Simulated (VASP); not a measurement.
A run of VASP 6.6.1 is set up as follows.

INCAR

```
SYSTEM = SiO2
  PREC = Accurate
  ENCUT = 520
  EDIFF = 1E-7
  ISMEAR = 1
  SIGMA = 0.1
  LREAL = .FALSE.
  LASPH = .TRUE.
  NELM = 80
  ALGO = Normal
  ISIF = 2
  LWAVE = .FALSE.
  LCHARG = .TRUE.
  GGA = CA
  LELF = .TRUE.
  LVHAR = .TRUE.
  NBANDS = 25
```

KPOINTS

```
Automatic mesh
0
G
  4 4 6
  0 0 0
```

File POSCAR:

```
SiO2
1.0
    4.1773000000      0.0000000000      0.0000000000
    0.0000000000      4.1773000000      0.0000000000
    0.0000000000      0.0000000000      2.6652000000
Si O
2 4
Direct
    0.0000000000      0.0000000000      0.0000000000
    0.5000000000      0.5000000000      0.5000000000
    0.3059000000      0.3059000000      0.0000000000
    0.1941000000      0.8059000000      0.5000000000
    0.6941000000      0.6941000000      0.0000000000
    0.8059000000      0.1941000000      0.5000000000
```

Potentials or basis: VASP PAW LDA potentials, release 64 (Si, O).

Launch:

```bash
$ cat potpaw_LDA.64/Si/POTCAR potpaw_LDA.64/O/POTCAR > POTCAR
$ mpirun -np 1 vasp_std > vasp.out
```

Predict the largest force.

0.003 eV/Å.

What does it give for the pressure?

-2.6 GPa.

Estimate the band gap on the k mesh.

5.62 eV, direct.

Stress tensor (GPa, compression positive):
```
-3.17  0.00  0.00
 0.00 -3.17  0.00
 0.00  0.00 -1.37
```

A hybrid or GW would open this gap; LDA tends to underestimate it.
